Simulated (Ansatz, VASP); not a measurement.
**Hf in VASP and in Ansatz**

```
Hf
1.0
     0.00000    2.13120    2.04240
     2.13120    0.00000    2.04240
     2.13120    2.13120    0.00000
Hf
1
Direct
  0.00000 0.00000 0.00000
```

Change from the starting cell: strain -0.040 along x and y, -0.080 along z, atoms carried along.

Alike in both runs: task single point; functional r2SCAN; k mesh 18 × 18 × 18; occupations gaussian, width 0.15 eV; no spin polarisation.

```csv
,VASP,Ansatz
version,VASP 6.6.1,Ansatz 0.2.0
potentials or method,"VASP PAW PBE potentials, release 64 (Hf_pv), cutoff 520 eV","scalar-relativistic, plane waves, PAW"
valence electrons in the cell,10,26
```

|  | VASP | Ansatz | Ansatz less VASP |
| --- | --- | --- | --- |
| gap on the k mesh at the Fermi level (eV) | none | none | - |
| pressure (GPa) | 25.9 | 26.3 | +0.41 |
| traceless stress, the component that is largest in VASP (GPa) | 1.59 | 1.56 | -0.032 |

VASP's potentials were made for PBE, not for r2SCAN. A gap of «none» marks a metal or a gap that the smearing closes. The functional is the same, so the differences come from potentials, cutoffs and numerics. VASP's potentials hold 10 valence electrons a cell and Ansatz's 26, so a difference there can come from the potentials and not from the codes.

Spin-orbit coupling is off throughout.
